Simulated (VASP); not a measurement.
Here is a VASP 6.6.1 calculation.

The input INCAR:

```
PREC = Accurate
ENCUT = 600
EDIFF = 1E-6
ISMEAR = 0
SIGMA = 0.01
LREAL = False
LASPH = True
NELM = 60
ALGO = Normal
ISIF = 3
LWAVE = False
LCHARG = False
GGA = PE
IVDW = 12
IBRION = 2
NSW = 80
EDIFFG = -0.01
```

Contents of KPOINTS:

```
Automatic mesh
0
Gamma
  6 6 4
```

Contents of POSCAR:

```
AlN
1.0
    3.1130000000      0.0000000000      0.0000000000
   -1.5565000000      2.6959400000      0.0000000000
    0.0000000000      0.0000000000      4.9810000000
Al N
2 2
Direct
    0.3333333333      0.6666666667      0.0000000000
    0.6666666667      0.3333333333      0.5000000000
    0.3333333333      0.6666666667      0.3800000000
    0.6666666667      0.3333333333      0.8800000000
```

Potentials or basis: VASP PAW PBE potentials, release 64 (Al, N).

Command:

```sh
$ cat potpaw_PBE.64/Al/POTCAR potpaw_PBE.64/N/POTCAR > POTCAR
$ mpirun -np 1 vasp_std > vasp.out
```

(1) Estimate the dispersion energy per atom.

(2) What does it give for the relaxed volume?

## Answers

(1) -0.270 eV.

(2) 10.40 Å³/atom.
